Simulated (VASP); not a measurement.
SrO: single point with PBE+D3(BJ)

SrO:

```
Sr O
1.0
     0.00000    2.56980    2.56980
     2.56980    0.00000    2.56980
     2.56980    2.56980    0.00000
Sr O
1 1
Direct
  0.00000 0.00000 0.00000
  0.50000 0.50000 0.50000
```

```
Program                : VASP 6.6.1
Task                   : single point
Functional             : PBE
Dispersion             : D3(BJ)
Potentials or basis    : VASP PAW PBE potentials, release 64 (Sr_sv, O)
Cutoff                 : 600 eV
k mesh                 : 6 × 6 × 6
Occupations            : gaussian, width 0.1 eV
Spin                   : no spin polarisation
Dipole correction      : no
Further INCAR settings : ALGO = Normal; EDIFF = 1e-06; NBANDS = 15
```

```yaml
Pressure: 1.0 GPa
Band_gap_on_the_k_mesh: 3.26 eV, indirect (least direct gap 3.35 eV)
Dispersion_energy_per_atom: -0.246 eV
```

Levels at points of the mesh, in eV from the valence-band top:
| k point | band 5 | band 6 | band 7 | band 8 | band 9 | band 10 | band 11 | band 12 |
| --- | --- | --- | --- | --- | --- | --- | --- | --- |
| (0.00, 0.00, 0.00) | -14.02 | 0.00 | 0.00 | 0.00 | 3.99 | 6.21 | 6.21 | 6.21 |
| (0.50, 0.00, 0.00) | -12.83 | -2.17 | -1.14 | -1.14 | 6.56 | 8.47 | 8.86 | 8.86 |
| (0.50, 0.50, 0.00) | -14.39 | -0.43 | -0.09 | -0.09 | 3.26 | 7.81 | 10.18 | 10.40 |

It took 20 s on 1 thread of Intel Xeon 8259CL, on a shared host, peak memory 0.18 GiB.

A k mesh can miss the band edges.
